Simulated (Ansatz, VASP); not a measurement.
NaHgF3 in VASP and in Ansatz

File POSCAR:

```
NaHgF3
1.0
    4.4069819749      0.0000000000      0.0000000000
    0.0000000000      4.4069819749      0.0000000000
    0.0000000000      0.0000000000      4.4069819749
Na Hg F
1 1 3
Direct
    0.0000000000      0.0000000000      0.0000000000
    0.5000000000      0.5000000000      0.5000000000
    0.5000000000      0.5000000000      0.0000000000
    0.5000000000      0.0000000000      0.5000000000
    0.0000000000      0.5000000000      0.5000000000
```

The input INCAR.step1:

```
ALGO     = Normal         # electronic algorithm
EDIFF    = 1E-5           # SCF threshold, eV
ENCUT    = 1250           # plane-wave cutoff, eV
GGA      = PE             # functional
GGA_COMPAT= False        
ISMEAR   = 0              # smearing method
LASPH    = True           # aspherical terms in the spheres
LCHARG   = False          # write CHGCAR
LREAL    = False          # projectors in reciprocal space
LWAVE    = True           # write WAVECAR
NBANDS   = 33             # bands
NELM     = 120            # most SCF steps
PREC     = Accurate       # precision mode
SIGMA    = 0.01           # smearing width, eV
```

INCAR.step2

```
ALGO     = Normal         # electronic algorithm
EDIFF    = 1E-6           # SCF threshold, eV
ENCUT    = 1250           # plane-wave cutoff, eV
GGA_COMPAT= False        
ISIF     = 2              # what is computed and relaxed
ISMEAR   = 0              # smearing method
ISTART   = 1            
LASPH    = True           # aspherical terms in the spheres
LCHARG   = False          # write CHGCAR
LMIXTAU  = True         
LREAL    = False          # projectors in reciprocal space
LWAVE    = False          # write WAVECAR
METAGGA  = R2SCAN         # meta-GGA
NBANDS   = 33             # bands
NELM     = 120            # most SCF steps
PREC     = Accurate       # precision mode
SIGMA    = 0.01           # smearing width, eV
```

Contents of KPOINTS:

```
k-points
0
Gamma
  6 6 6
```

Input for Ansatz:

```yaml
crystal:
  lattice:
    - [4.4069819749, 0.0, 0.0]
    - [0.0, 4.4069819749, 0.0]
    - [0.0, 0.0, 4.4069819749]
  atoms:
    - { symbol: Na, position: [0.0, 0.0, 0.0] }
    - { symbol: Hg, position: [0.5, 0.5, 0.5] }
    - { symbol: F, position: [0.5, 0.5, 0.0] }
    - { symbol: F, position: [0.5, 0.0, 0.5] }
    - { symbol: F, position: [0.0, 0.5, 0.5] }
kpoints:
  mp_grid: { grid: [6, 6, 6] }
hamiltonian:
  xc: r2scan
scf:
  occupations: { method: fixed }
  n_extra_bands: 5
output:
  forces: true
  stress: true
  eigenvalues: true
```

Alike in both runs: task single point; functional r2SCAN; k mesh 6 × 6 × 6; no spin polarisation.

|  | VASP | Ansatz |
| --- | --- | --- |
| version | VASP 6.6.1 | Ansatz 0.2.0 |
| potentials or method | VASP PAW PBE potentials, release 64 (Na_sv, Hg_sv_GW, F) | plane waves, PAW |
| plane-wave cutoff (eV) | 1250 | 500 |
| occupations | gaussian, width 0.01 eV | fixed |
| valence electrons in the cell | 50 | 50 |

VASP gave:

```
gap on the k mesh at the Fermi level (eV) : 0.74
pressure (GPa)                            : 4.3
```

Which values does Ansatz return?

gap on the k mesh at the Fermi level (eV): 0.75; pressure (GPa): 4.3.

VASP's potentials were made for PBE, not for r2SCAN.

Spin-orbit coupling is off throughout.
